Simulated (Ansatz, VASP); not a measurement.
# SrO: VASP beside Ansatz

```xyz
2
Lattice="0.0000 2.5056 2.5056 2.5056 0.0000 2.5056 2.5056 2.5056 0.0000" Properties=species:S:1:pos:R:3 pbc="T T T"
Sr    0.0000    0.0000    0.0000
O     2.5056    2.5056    2.5056
```

Change from the starting cell: strain -0.025 along x and y, -0.025 along z, atoms carried along.

Alike in both runs: task single point; functional r2SCAN; k mesh 8 × 8 × 8; occupations gaussian, width 0.05 eV; no spin polarisation.

|  | VASP | Ansatz |
| --- | --- | --- |
| version | VASP 6.6.1 | Ansatz 0.2.0 |
| potentials or method | VASP PAW PBE potentials, release 64 (Sr_sv, O), cutoff 520 eV | scalar-relativistic, plane waves, PAW |
| valence electrons in the cell | 16 | 16 |

|  | VASP | Ansatz | Ansatz less VASP |
| --- | --- | --- | --- |
| gap on the k mesh at the Fermi level (eV) | 3.69 | 3.75 | +0.062 |
| least direct gap on the mesh (eV) | 3.71 | 3.76 | +0.047 |
| pressure (GPa) | 10.8 | 10.0 | -0.79 |

VASP's potentials were made for PBE, not for r2SCAN.
